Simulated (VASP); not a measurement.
## GeSbTe3: relaxation of cell and atoms with PBE

The system is GeSbTe3.

```
Ge Sb Te
1.0
     5.92707    0.00000    0.00000
     0.00000    5.92707    0.00000
     0.00000    0.00000    5.45665
Ge Sb Te
1 1 3
Direct
  0.50000 0.50000 0.50000
  0.00000 0.00000 0.50000
  0.00000 0.50000 0.50000
  0.50000 0.00000 0.50000
  0.50000 0.50000 0.00000
```

```json
{
 "Program": "VASP 6.6.1",
 "Task": "relaxation of cell and atoms",
 "Functional": "PBE",
 "Potentials or basis": "VASP PAW PBE potentials, release 64 (Ge_d, Sb, Te)",
 "Cutoff": "600 eV",
 "k mesh": "6 × 6 × 8",
 "Occupations": "gaussian, width 0.1 eV",
 "Spin": "no spin polarisation",
 "Dipole correction": "no",
 "Further INCAR settings": "ALGO = Normal; EDIFF = 1e-07; IBRION = 2; EDIFFG = -0.01; NSW = 100; ISIF = 3"
}
```

```
Relaxed volume                         : 38.82 Å³/atom
Relaxed cell                           : a = 5.917 Å, b = 5.917 Å, c = 5.544 Å, α = 90.00°, β = 90.00°, γ = 90.00°
Space group after relaxing (to 0.05 Å) : P4/mmm (No. 123)
Energy gained by relaxing              : 1.8 meV/atom
Ionic steps                            : 3
Pressure after relaxing                : 0.0 GPa
```

Step by step:
| step | energy change (eV) | largest force (eV/Å) | pressure (GPa) | volume (Å³) |
| --- | --- | --- | --- | --- |
| 1 | 0.0000 | 0.0000 | 0.25 | 191.69 |
| 2 | -0.0083 | 0.0000 | 0.08 | 193.36 |
| 3 | -0.0092 | 0.0000 | 0.01 | 194.11 |

Final structure:
```
CELL_PARAMETERS angstrom
5.91695 0.00000 0.00000
0.00000 5.91695 0.00000
0.00000 0.00000 5.54447
ATOMIC_POSITIONS crystal
Ge 0.50000 0.50000 0.50000
Sb 0.00000 0.00000 0.50000
Te 0.00000 0.50000 0.50000
Te 0.50000 0.00000 0.50000
Te 0.50000 0.50000 0.00000
```

Levels at points of the mesh, in eV from the Fermi level:
```tsv
k point	band 14	band 15	band 16	band 17	band 18	band 19	band 20	band 21	band 22
(0.00, 0.00, 0.00)	-2.93	-2.93	-1.56	-0.79	0.02	0.02	1.57	3.58	3.79
(0.50, 0.00, 0.00)	-1.92	-1.50	-1.07	-0.74	-0.24	0.04	0.73	1.44	2.16
(0.50, 0.50, 0.00)	-1.17	-1.17	-1.13	-0.87	-0.42	0.05	0.19	0.19	0.25
(0.00, 0.00, 0.50)	-2.74	-2.58	-1.13	-0.89	-0.89	0.85	0.90	2.35	3.77
(0.50, 0.00, 0.50)	-1.51	-1.24	-0.86	-0.84	-0.16	0.66	0.88	1.76	1.82
(0.50, 0.50, 0.50)	-0.92	-0.84	-0.71	0.17	0.17	0.28	0.63	0.63	0.84
```

Run time: 5 min on 1 thread of Intel(R) Xeon(R) 6975P-C (Granite Rapids) (shared host), peak memory 0.55 GiB.

Caveat: spin-orbit coupling is left out, which moves the levels of the heavy elements.
